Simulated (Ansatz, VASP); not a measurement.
## One calculation of LaNbO, two programs

The input INCAR:

```
ALGO = Normal
EDIFF = 1E-6
ENCUT = 520
GGA = PE
ISIF = 2
ISMEAR = 0
ISPIN = 2
LASPH = True
LCHARG = True
LELF = True
LMAXMIX = 6
LORBIT = 11
LREAL = False
LVHAR = True
LWAVE = False
MAGMOM = 0 0 0
NBANDS = 26
NELM = 150
PREC = Accurate
SIGMA = 0.1
```

KPOINTS

```
k-points
0
Gamma
  6 6 4
```

Contents of POSCAR:

```
LaNbO
1.0
    3.1344870800      0.0000000000      0.0000000000
    0.0000000000      3.1344870800      0.0000000000
    0.0000000000      0.0000000000      6.1655820200
La Nb O
1 1 1
Direct
    0.0000000000      0.0000000000      0.9113463900
    0.0000000000      0.0000000000      0.3819785500
    0.5000000000      0.5000000000      0.6786826000
```

Input for Ansatz:

```yaml
crystal:
  lattice:
    - [3.13448708, 0.0, 0.0]
    - [0.0, 3.13448708, 0.0]
    - [0.0, 0.0, 6.16558202]
  atoms:
    - { symbol: La, position: [0.0, 0.0, 0.91134639] }
    - { symbol: Nb, position: [0.0, 0.0, 0.38197855] }
    - { symbol: O, position: [0.5, 0.5, 0.6786826] }
basis:
  ecutwfc: 420
kpoints:
  mp_grid: { grid: [6, 6, 4] }
hamiltonian:
  xc: pbe
scf:
  occupations: { method: gaussian, width: 0.1 }
  lower_state_search: "off"
output:
  forces: true
  stress: true
  eigenvalues: true
  populations: true
magnetization:
  spin_polarized: true
```

Alike in both runs: task single point; functional PBE; k mesh 6 × 6 × 4; occupations gaussian, width 0.1 eV; collinear spin.

```csv
,VASP,Ansatz
version,VASP 6.6.1,Ansatz 0.2.0
potentials or method,"VASP PAW PBE potentials, release 64 (La, Nb_sv, O), cutoff 520 eV","scalar-relativistic, plane waves, PAW"
valence electrons in the cell,30,30
```

Ansatz gave:

| Property | Result |
| --- | --- |
| gap on the k mesh at the Fermi level (eV) | none |
| pressure (GPa) | -9.9 |
| traceless stress, the component that is largest in VASP (GPa) | -2.53 |
| rms of the force components (eV/Å) | 0.689 |

**Question.** Estimate VASP's values.

**Answer.** gap on the k mesh at the Fermi level (eV): none; pressure (GPa): -10.0; traceless stress, the component that is largest in VASP (GPa): -2.51; rms of the force components (eV/Å): 0.693.

Atom by atom the forces differ by 0.005 eV/Å (rms over components). A gap of «none» marks a metal or a gap that the smearing closes. The functional is the same, so the differences come from potentials, cutoffs and numerics. Ansatz's warnings: no starting moments, stability check not made.

Spin-orbit coupling is off throughout.
